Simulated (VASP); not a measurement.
# Al3Pd (Pm-3m) in VASP: notebook, part 2 of 2

VASP 6.6.1. Earlier steps stand in the parts before.

**6. Relaxation of cell and atoms, PBEsol, target pressure 10 GPa, at which the enthalpy is minimised**

This run uses another cell than the first one, of 15.37 Å³/atom, 1.057 times its volume.

File INCAR:

```
  PREC = Accurate
  ENCUT = 600
  EDIFF = 1E-6
  ISMEAR = -1
  SIGMA = 0.05
  LREAL = False
  LASPH = True
  NELM = 80
  ALGO = Normal
  ISIF = 3
  LWAVE = False
  LCHARG = False
  GGA = PS
  IBRION = 2
  NSW = 80
  EDIFFG = -0.005
  PSTRESS = 100.0
```

File KPOINTS:

```
Automatic mesh
0
Gamma
  7 7 7
```

File POSCAR:

```
Al3Pd
1.0
    3.9469100000      0.0000000000      0.0000000000
    0.0000000000      3.9469100000      0.0000000000
    0.0000000000      0.0000000000      3.9469100000
Pd Al
1 3
Direct
    0.0000000000      0.0000000000      0.0000000000
    0.5000000000      0.5000000000      0.0000000000
    0.5000000000      0.0000000000      0.5000000000
    0.0000000000      0.5000000000      0.5000000000
```

Potentials or basis: VASP PAW PBE potentials, release 64 (Pd, Al).

Run with:

```console
> cat potpaw_PBE.64/Pd/POTCAR potpaw_PBE.64/Al/POTCAR > POTCAR
> mpirun -np 1 vasp_std > vasp.out
```

OUTCAR:

```text
PREC = Accurate
   ENCUT = 600
   EDIFF = 1E-6
   ISMEAR = -1
   LREAL = False
   LASPH = True
   NELM = 80
   ISIF = 3
   GGA = PS
   IBRION = 2
   NSW = 80
   EDIFFG = -0.005
   PSTRESS = 100.0

 ion  position               nearest neighbor table
   1  0.000  0.000  0.000-   2 2.79   3 2.79   4 2.79   3 2.79   4 2.79   2 2.79   4 2.79   4 2.79
                             2 2.79   3 2.79   3 2.79   2 2.79
   2  0.500  0.500  0.000-   1 2.79   3 2.79   4 2.79   3 2.79   4 2.79   1 2.79   3 2.79   3 2.79
                             1 2.79   4 2.79   4 2.79   1 2.79
   3  0.500  0.000  0.500-   1 2.79   2 2.79   4 2.79   1 2.79   2 2.79   2 2.79   4 2.79   2 2.79
                             1 2.79   4 2.79   1 2.79   4 2.79
   4  0.000  0.500  0.500-   1 2.79   2 2.79   3 2.79   1 2.79   2 2.79   1 2.79   3 2.79   1 2.79
                             2 2.79   3 2.79   2 2.79   3 2.79

  LATTYP: Found a simple cubic cell.
 ALAT       =     3.9469100000

  Lattice vectors:

 A1 = (   3.9469100000,   0.0000000000,   0.0000000000)
 A2 = (   0.0000000000,   3.9469100000,   0.0000000000)
 A3 = (   0.0000000000,   0.0000000000,   3.9469100000)

Analysis of symmetry for initial positions (statically):
=====================================================================
 Subroutine PRICEL returns:
 Original cell was already a primitive cell.

 Routine SETGRP: Setting up the symmetry group for a
 simple cubic supercell.

 Subroutine GETGRP returns: Found 48 space group operations
 (whereof 48 operations were pure point group operations)
 out of a pool of 48 trial point group operations.

The static configuration has the point symmetry O_h .

Analysis of symmetry for dynamics (positions and initial velocities):
=====================================================================
 Subroutine PRICEL returns:
 Original cell was already a primitive cell.

 Routine SETGRP: Setting up the symmetry group for a
 simple cubic supercell.

 Subroutine GETGRP returns: Found 48 space group operations
 (whereof 48 operations were pure point group operations)
 out of a pool of 48 trial point group operations.

The dynamic configuration has the point symmetry O_h .

 Subroutine INISYM returns: Found 48 space group operations
 (whereof 48 operations are pure point group operations),
 and found     1 'primitive' translations

----------------------------------------------------------------------------------------

                                     Primitive cell

  volume of cell :      61.4854

  direct lattice vectors                    reciprocal lattice vectors
     3.946910000  0.000000000  0.000000000     0.253362757  0.000000000  0.000000000
     0.000000000  3.946910000  0.000000000     0.000000000  0.253362757  0.000000000
     0.000000000  0.000000000  3.946910000     0.000000000  0.000000000  0.253362757

  length of vectors
     3.946910000  3.946910000  3.946910000     0.253362757  0.253362757  0.253362757

  position of ions in fractional coordinates (direct lattice)
     0.000000000  0.000000000  0.000000000
     0.500000000  0.500000000  0.000000000
     0.500000000  0.000000000  0.500000000
     0.000000000  0.500000000  0.500000000

  ion indices of the primitive-cell ions
   primitive index   ion index
                 1           1
                 2           2
                 3           3
                 4           4

----------------------------------------------------------------------------------------

 KPOINTS: Automatic mesh

Automatic generation of k-mesh.
 Grid dimensions read from file:
 generate k-points for:    7    7    7

 Generating k-lattice:

  Cartesian coordinates                     Fractional coordinates (reciprocal lattice)
     0.036194680  0.000000000  0.000000000     0.142857143  0.000000000  0.000000000
     0.000000000  0.036194680  0.000000000     0.000000000  0.142857143  0.000000000
     0.000000000  0.000000000  0.036194680     0.000000000  0.000000000  0.142857143

  Length of vectors
     0.036194680  0.036194680  0.036194680

  Shift w.r.t. Gamma in fractional coordinates (k-lattice)
     0.000000000  0.000000000  0.000000000

 Subroutine IBZKPT returns following result:
 ===========================================

 Found     20 irreducible k-points:

 Following reciprocal coordinates:
            Coordinates               Weight
  0.000000  0.000000  0.000000      1.000000
  0.142857  0.000000  0.000000      6.000000
  0.285714  0.000000  0.000000      6.000000
  0.428571  0.000000  0.000000      6.000000
  0.142857  0.142857  0.000000     12.000000
  0.285714  0.142857  0.000000     24.000000
[... 12 lines left out ...]
  0.428571  0.428571  0.285714     24.000000
  0.428571  0.428571  0.428571      8.000000
   k-points           NKPTS =     20   k-points in BZ     NKDIM =     20   number of bands    NBANDS=     13
   number of dos      NEDOS =    301   number of ions     NIONS =      4
   total plane-waves  NPLWV =  32768
   dimension x,y,z NGX =    32 NGY =   32 NGZ =   32
   dimension x,y,z NGXF=    64 NGYF=   64 NGZF=   64
   ions per type =               1   3
   NGX,Y,Z   is equivalent  to a cutoff of  13.48, 13.48, 13.48 a.u.
   NGXF,Y,Z  is equivalent  to a cutoff of  26.96, 26.96, 26.96 a.u.
 SYSTEM =  unknown system
   PREC   = accura    normal or accurate (medium, high low for compatibility)
   ISTART =      0    job   : 0-new  1-cont  2-samecut
   ICHARG =      2    charge: 1-file 2-atom 10-const
   ISPIN  =      1    spin polarized calculation?
   LNONCOLLINEAR =      F non collinear calculations
   LSORBIT =      F    spin-orbit coupling
   LASPH  =      T    aspherical Exc in radial PAW
   ENCUT  =  600.0 eV  44.10 Ry    6.64 a.u.   7.88  7.88  7.88*2*pi/ulx,y,z
   NELM   =     80;   NELMIN=  2; NELMDL= -5     # of ELM steps
   EDIFF  = 0.1E-05   stopping-criterion for ELM
   LREAL  =      F    real-space projection
   EDIFFG = -.5E-02   stopping-criterion for IOM
   NSW    =     80    number of steps for IOM
   IBRION =      2    ionic relax: 0-MD 1-quasi-New 2-CG
   NFREE  =      1    steps in history (QN), initial steepest desc. (CG)
   ISIF   =      3    stress and relaxation
   ISYM   =      2    0-nonsym 1-usesym 2-fastsym
   POTIM  = 0.5000    time-step for ionic-motion
   TEBEG  =    0.0;   TEEND  =   0.0 temperature during run
   PSTRESS=  100.0 pullay stress
   NELECT =      19.0000    total number of electrons
   NUPDOWN=      -1.0000    fix difference up-down
   EMIN   =  10.00;   EMAX   =-10.00  energy-range for DOS
   EFERMI =   0.00;   METHOD = LEGACY
   ISMEAR =    -1;   SIGMA  =   0.05  broadening in eV -4-tet -1-fermi 0-gaus
   EFERMI_NEDOS =   21; number of points for ismear=-14 and -15
   IALGO  =     38    algorithm
   IMIX   =      4    mixing-type and parameters
     AMIX     =   0.40;   BMIX     =  1.00
     AMIX_MAG =   1.60;   BMIX_MAG =  1.00
  volume/ion in A,a.u.               =      15.37       103.73
  Fermi-wavevector in a.u.,A,eV,Ry     =   1.106799  2.091547 16.667195  1.225004
  Thomas-Fermi vector in A             =   2.243305
   LORBIT       =      0    0 simple, 1 ext, 2 COOP (PROOUT), +10 PAW based schemes
   GGA     = PS    functional components
   LHFCALC =     F    Hartree Fock is set to
   AEXX    =    0.0000 exact exchange contribution
   IVDW    =     0    specifies the selected vdW correction
   LEPSILON=     F    determine dielectric tensor
   LRPA    =     F    only Hartree local field effects (RPA)
 conjugate gradient relaxation of ions
 non-spin polarized calculation
  energy-cutoff  :      600.00
  volume of cell :       61.49
 maximum number of plane-waves:      2103
 NGX is ok and might be reduce to    32
   NGX = 15   NGY = 15   NGZ = 15

--------------------------------------- Ionic step        1  -------------------------------------------

 number of electron      19.0000003 magnetization

 Free energy of the ion-electron system (eV)
  ---------------------------------------------------
  ext. energy  EPLUGINS =         0.00000000
  ---------------------------------------------------
  free energy    TOTEN  =       -19.60415397 eV

  energy without entropy =      -19.57984338  energy(sigma->0) =      -19.59199867

 E-fermi :   9.2518     XC(G=0): -11.1599

 val. band max:        9.2167088210   @ k =   0.2857   0.2857   0.0000
 cond. band min:       9.2590955108   @ k =   0.0000   0.0000   0.0000
 fundamental gap:      0.0423866898
 Fermi energy:         9.2517590445

 k-point     1 :       0.0000    0.0000    0.0000
  band No.  band energies     occupation
      1      -1.8549      2.00000
      2       4.1650      2.00000
      3       4.1650      2.00000
      4       5.5274      2.00000
      5       5.5274      2.00000
      6       5.5274      2.00000
      7       6.9084      2.00000
      8       6.9084      2.00000
      9       6.9084      2.00000
     10       9.2591      0.92677
     11      11.0147      0.00000
     12      11.0147      0.00000
     13      15.0338      0.00000
[... 499 lines left out ...]
  enthalpy is  TOTEN    =       -15.9736738084 eV   P V=        3.5153802396

--------------------------------------- Ionic step        6  -------------------------------------------

 number of electron      18.9999996 magnetization

 Free energy of the ion-electron system (eV)
  ---------------------------------------------------
  ext. energy  EPLUGINS =         0.00000000
  ---------------------------------------------------
  free energy    TOTEN  =       -19.48678115 eV

  energy without entropy =      -19.46251867  energy(sigma->0) =      -19.47464991

 E-fermi :  10.4020     XC(G=0): -11.5501

 val. band max:       10.3971853678   @ k =   0.4286   0.4286   0.2857
 cond. band min:      10.4053413893   @ k =   0.2857   0.2857   0.2857
 fundamental gap:      0.0081560215
 Fermi energy:        10.4020453660

 k-point     1 :       0.0000    0.0000    0.0000
  band No.  band energies     occupation
      1      -1.3772      2.00000
      2       4.7785      2.00000
      3       4.7785      2.00000
      4       6.2581      2.00000
      5       6.2581      2.00000
      6       6.2581      2.00000
      7       7.8597      2.00000
      8       7.8597      2.00000
      9       7.8597      2.00000
     10      10.2226      1.94625
     11      12.6028      0.00000
     12      12.6028      0.00000
     13      16.5412      0.00000
[... 333 lines left out ...]
  FREE ENERGIE OF THE ION-ELECTRON SYSTEM (eV)
  ---------------------------------------------------
  free  energy   TOTEN  =       -19.4867811536 eV

  energy  without entropy=      -19.4625186668  energy(sigma->0) =      -19.47464991

  enthalpy is  TOTEN    =       -15.9736867063 eV   P V=        3.5130944473

 reached required accuracy - stopping structural energy minimisation
```

OSZICAR:

```text
N       E                     dE             d eps       ncg     rms          rms(c)
DAV:   1     0.697373253229E+02    0.69737E+02   -0.82623E+03   520   0.136E+03
DAV:   2    -0.170007054642E+02   -0.86738E+02   -0.82607E+02   610   0.224E+02
DAV:   3    -0.202822752467E+02   -0.32816E+01   -0.32127E+01   640   0.399E+01
DAV:   4    -0.203118971894E+02   -0.29622E-01   -0.29610E-01   585   0.447E+00
[... 48 lines left out ...]
       N       E                     dE             d eps       ncg     rms          rms(c)
DAV:   1    -0.194868723960E+02    0.21821E-02   -0.11409E-03   535   0.398E-01    0.678E-02
DAV:   2    -0.194868108640E+02    0.61532E-04   -0.85955E-04   580   0.371E-01    0.403E-02
DAV:   3    -0.194867807301E+02    0.30134E-04   -0.12150E-04   570   0.150E-01    0.870E-03
DAV:   4    -0.194867811536E+02   -0.42347E-06   -0.80696E-06   535   0.197E-02
   6 F= -.15973687E+02 E0= -.15961555E+02  d E =-.131495E-04
```

CONTCAR:

```text
Al3Pd
   1.00000000000000
     3.8323644483052091   -0.0000000000000000    0.0000000000000000
    -0.0000000000000000    3.8323644483052091   -0.0000000000000000
    -0.0000000000000000   -0.0000000000000000    3.8323644483052091
  Pd              Al
     1     3
Direct
     0.0000000000000000    0.0000000000000000    0.0000000000000000
     0.5000000000000000    0.5000000000000000    0.0000000000000000
     0.5000000000000000    0.0000000000000000    0.5000000000000000
     0.0000000000000000    0.5000000000000000    0.5000000000000000

  0.00000000E+00  0.00000000E+00  0.00000000E+00
  0.00000000E+00  0.00000000E+00  0.00000000E+00
  0.00000000E+00  0.00000000E+00  0.00000000E+00
  0.00000000E+00  0.00000000E+00  0.00000000E+00
```

It took 46 s on 1 thread of Intel Xeon 6975P-C, shared host; peak memory 0.2 GiB.

Results:

```
Free energy                                            : -19.4868 eV
Relaxed volume                                         : 14.07 Å³/atom
Relaxed cell                                           : a = 3.832 Å, b = 3.832 Å, c = 3.832 Å, α = 90.00°, β = 90.00°, γ = 90.00°
Space group after relaxing (to 0.05 Å)                 : Pm-3m (No. 221)
Energy change on relaxing (the enthalpy is what falls) : +29.3 meV/atom
Ionic steps                                            : 6
Pressure after relaxing                                : 10.0 GPa
```

Step by step:
```csv
step,energy change (eV),largest force (eV/Å),pressure (GPa),volume (Å³)
1,0.0000,0.0000,-1.84,61.49
2,0.5824,0.0000,25.12,51.92
3,0.1137,0.0000,9.83,56.35
4,0.1199,0.0000,10.12,56.25
5,0.1151,0.0000,9.86,56.32
6,0.1174,0.0000,9.96,56.29
```

Final structure:
```
CELL_PARAMETERS angstrom
3.83236 0.00000 0.00000
0.00000 3.83236 0.00000
0.00000 0.00000 3.83236
ATOMIC_POSITIONS crystal
Pd 0.00000 0.00000 0.00000
Al 0.50000 0.50000 0.00000
Al 0.50000 0.00000 0.50000
Al 0.00000 0.50000 0.50000
```

Caveat: the cell is relaxed towards a set pressure, so the enthalpy falls and the energy may rise; the PAW data sets were made with another functional, which shifts forces and pressure a little.

**7. Overview**

| task | cell | cutoff (eV) | gap on the mesh (eV) | pressure (GPa) |
| --- | --- | --- | --- | --- |
| single point | a = 3.874 Å, 4 atoms | 520 | none | 5.1 |
| single point | a = 3.925 Å, 4 atoms | 520 | none | 0.0 |
| relaxation of cell and atoms | relaxed from a = 3.947 Å, 4 atoms | 600 | none | 0.0 |
| relaxation of cell and atoms | relaxed to 5 GPa from a = 3.947 Å, 4 atoms | 600 | none | 5.0 |
| relaxation of cell and atoms | relaxed to 10 GPa from a = 3.947 Å, 4 atoms | 600 | none | 10.0 |

Alike in all rows: level PBEsol; potentials or basis VASP PAW PBE potentials, release 64 (Pd, Al); no spin polarisation; k mesh 7 × 7 × 7; smearing fermi-dirac 0.05 eV.

Caveats: the PAW data sets were made with another functional, which shifts forces and pressure a little; the cell is relaxed towards a set pressure, so the enthalpy falls and the energy may rise (some runs).

Absolute energies hang on the potentials; compare differences alone.
